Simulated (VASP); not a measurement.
Set up this calculation in VASP 6.6.1, as the native input.

```yaml
Task: single point
Functional: PBE
Potentials_or_basis: VASP PAW PBE potentials, release 64 (Li_sv)
Cutoff: 520 eV
k_mesh: 3 × 3 × 3
Occupations: fermi-dirac, width 0.11 eV
Spin: no spin polarisation
Dipole_correction: no
Further_INCAR_settings: LREAL = Auto; ALGO = Normal; EDIFF = 1e-06; NBANDS = 38
```

The structure of Li lies in POSCAR:

```
Li
1.0
    7.1845170000      0.0000000000      0.0000000000
    0.0000000000      7.1845170000      0.0000000000
    0.0000000000      0.0000000000      7.1845170000
Li
16
Direct
   -0.0181501415     -0.0271416993      0.0218107912
    0.4690085638      0.1045442582     -0.0831510316
    0.0097988494      0.5659253085     -0.0252904962
   -0.0519171992     -0.0333077366      0.5027895403
    0.2348940089      0.2321102449      0.2054974607
    0.4786682250      0.5664124673      0.0238151013
    0.5087189577     -0.0713061156      0.5094009799
    0.6938949410      0.1761844255      0.2496479582
    0.0894005818      0.4730589405      0.4872422182
    0.2627455680      0.8268753488      0.2333211822
    0.2604211250      0.3819602626      0.8337930024
    0.5265768040      0.4060676591      0.4842914284
    0.7693210274      0.7292069877      0.2438716479
    0.8003739152      0.2084760882      0.7929273464
    0.2367173743      0.8325263897      0.7223589282
    0.6846946009      0.8142927353      0.8129982851
```

The input as run:

INCAR

```
PREC = Accurate
ENCUT = 520
EDIFF = 1E-6
ISMEAR = -1
SIGMA = 0.11
LREAL = Auto
LASPH = True
NELM = 60
ALGO = Normal
ISIF = 2
LWAVE = False
LCHARG = False
GGA = PE
NBANDS = 38
```

KPOINTS

```
Automatic mesh
0
Gamma
  3 3 3
```

Potentials or basis: VASP PAW PBE potentials, release 64 (Li_sv).

Run with:

```bash
$ cat potpaw_PBE.64/Li_sv/POTCAR > POTCAR
$ mpirun -np 1 vasp_std > vasp.out
```

It gave:

```json
{
 "Largest force": "0.771 eV/Å",
 "Band gap on the k mesh": "zero (bands 24 and 25 overlap by 0.40 eV)"
}
```

Caveat: the atoms stand as in a frame of molecular dynamics.

Run time: 9.5 min on 1 thread of Intel Xeon 8259CL, on a shared host, peak memory 0.41 GiB.
